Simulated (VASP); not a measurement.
A run of VASP 6.6.1:

INCAR

```
SYSTEM = AlRu
ALGO = Fast
EDIFF = 1E-6
ENCUT = 520
GGA = PE
ISIF = 2
ISMEAR = 0
ISPIN = 2
LASPH = .TRUE.
LCHARG = .FALSE.
LMAXMIX = 4
LORBIT = 11
LREAL = .FALSE.
LWAVE = .FALSE.
MAGMOM = 0 1
NBANDS = 20
NELM = 150
PREC = Accurate
SIGMA = 0.1
```

File KPOINTS:

```
k-points
0
G
  6 6 6
  0 0 0
```

File POSCAR:

```
AlRu
1.0
    0.0000000000      2.4919831900      2.4919831900
    2.4919831900      0.0000000000      2.4919831900
    2.4919831900      2.4919831900      0.0000000000
Al Ru
1 1
Direct
    0.0000000000      0.0000000000      0.0000000000
    0.5000000000      0.5000000000      0.5000000000
```

Potentials or basis: VASP PAW PBE potentials, release 64 (Al, Ru_pv).

Command:

```bash
$ cat potpaw_PBE.64/Al/POTCAR potpaw_PBE.64/Ru_pv/POTCAR > POTCAR
$ mpirun -np 1 vasp_std > vasp.out
```

Hardware: 1 thread of AMD EPYC 7R43 64-Core Processor (Zen 3), with other jobs on the host.

Task: How long does it take, and how much memory?

Result: Wall time 34 s on 1 thread of AMD EPYC 7R43 64-Core Processor (Zen 3), on a shared host, peak memory 0.14 GiB. Counts: scf iterations 13, k points 16.
